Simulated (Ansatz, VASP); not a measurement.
Al16Cu: VASP beside Ansatz

Contents of INCAR:

```
SYSTEM = Al16Cu
PREC = Accurate ; ENCUT = 520
EDIFF = 1E-6 ; ISMEAR = 0
SIGMA = 0.1 ; LREAL = Auto
LASPH = .TRUE. ; NELM = 100
ALGO = Normal ; ISIF = 2
LWAVE = .FALSE. ; LCHARG = .FALSE.
LDIPOL = .TRUE. ; IDIPOL = 3
DIPOL = 0.5 0.5 0.303 ; GGA = PE
IVDW = 12 ; NBANDS = 44
```

File KPOINTS:

```
regular mesh
0
G
  5 4 1
  0 0 0
```

POSCAR

```
Al16Cu
1.0
    5.6324246412      0.0000000000      0.0000000000
    0.0000000000      7.9654513166      0.0000000000
    0.0000000000      0.0000000000     21.2293510975
Al Cu
16 1
Direct
    0.2500000000      0.2500000000      0.1884183827
    0.2500000000      0.7500000000      0.1884183827
    0.7500000000      0.2500000000      0.1884183827
    0.7500000000      0.7500000000      0.1884183827
    0.0000000000      0.0000000000      0.2547466541
    0.0000000000      0.5000000000      0.2547466541
    0.5000000000      0.0000000000      0.2547466541
    0.5000000000      0.5000000000      0.2547466541
    0.2500000000      0.2500000000      0.3240951258
    0.2500000000      0.7500000000      0.3240951258
    0.7500000000      0.2500000000      0.3240951258
    0.7500000000      0.7500000000      0.3240951258
    0.0000000000      0.0000000000      0.3876402562
    0.0000000000      0.5000000000      0.3876402562
    0.5000000000      0.0000000000      0.3876402562
    0.5000000000      0.5000000000      0.3876402562
    0.2500000000      0.0000000000      0.5289540432
```

Input for Ansatz:

```yaml
crystal:
  lattice:
    - [5.6324246412, 0.0, 0.0]
    - [0.0, 7.9654513166, 0.0]
    - [0.0, 0.0, 21.2293510975]
  atoms:
    - { symbol: Al, position: [0.25, 0.25, 0.1884183827] }
    - { symbol: Al, position: [0.25, 0.75, 0.1884183827] }
    - { symbol: Al, position: [0.75, 0.25, 0.1884183827] }
    - { symbol: Al, position: [0.75, 0.75, 0.1884183827] }
    - { symbol: Al, position: [0.0, 0.0, 0.2547466541] }
    - { symbol: Al, position: [0.0, 0.5, 0.2547466541] }
    - { symbol: Al, position: [0.5, 0.0, 0.2547466541] }
    - { symbol: Al, position: [0.5, 0.5, 0.2547466541] }
    - { symbol: Al, position: [0.25, 0.25, 0.3240951258] }
    - { symbol: Al, position: [0.25, 0.75, 0.3240951258] }
    - { symbol: Al, position: [0.75, 0.25, 0.3240951258] }
    - { symbol: Al, position: [0.75, 0.75, 0.3240951258] }
    - { symbol: Al, position: [0.0, 0.0, 0.3876402562] }
    - { symbol: Al, position: [0.0, 0.5, 0.3876402562] }
    - { symbol: Al, position: [0.5, 0.0, 0.3876402562] }
    - { symbol: Al, position: [0.5, 0.5, 0.3876402562] }
    - { symbol: Cu, position: [0.25, 0.0, 0.5289540432] }
basis:
  ecutwfc: 420
kpoints:
  mp_grid: { grid: [5, 4, 1] }
hamiltonian:
  xc: pbe
  dispersion: d3bj
scf:
  occupations: { method: gaussian, width: 0.1 }
output:
  forces: true
  eigenvalues: true
efield:
  axis: 3
  dipole_correction: true
  ramp_width: 0.04
```

Alike in both runs: task single point; functional PBE; dispersion D3(BJ); k mesh 5 × 4 × 1; occupations gaussian, width 0.1 eV; no spin polarisation.

|  | VASP | Ansatz |
| --- | --- | --- |
| version | VASP 6.6.1 | Ansatz 0.2.0 |
| potentials or method | VASP PAW PBE potentials, release 64 (Al, Cu), cutoff 520 eV | scalar-relativistic, plane waves, PAW |
| valence electrons in the cell | 59 | 67 |

```tsv
	VASP	Ansatz	Ansatz less VASP
gap on the k mesh at the Fermi level (eV)	none	none	-
rms of the force components (eV/Å)	0.222	0.222	+0.0008
```

Atom by atom the forces differ by 0.002 eV/Å (rms over components). A gap of «none» marks a metal or a gap that the smearing closes. VASP's potentials hold 59 valence electrons a cell and Ansatz's 67, so a difference there can come from the potentials and not from the codes.
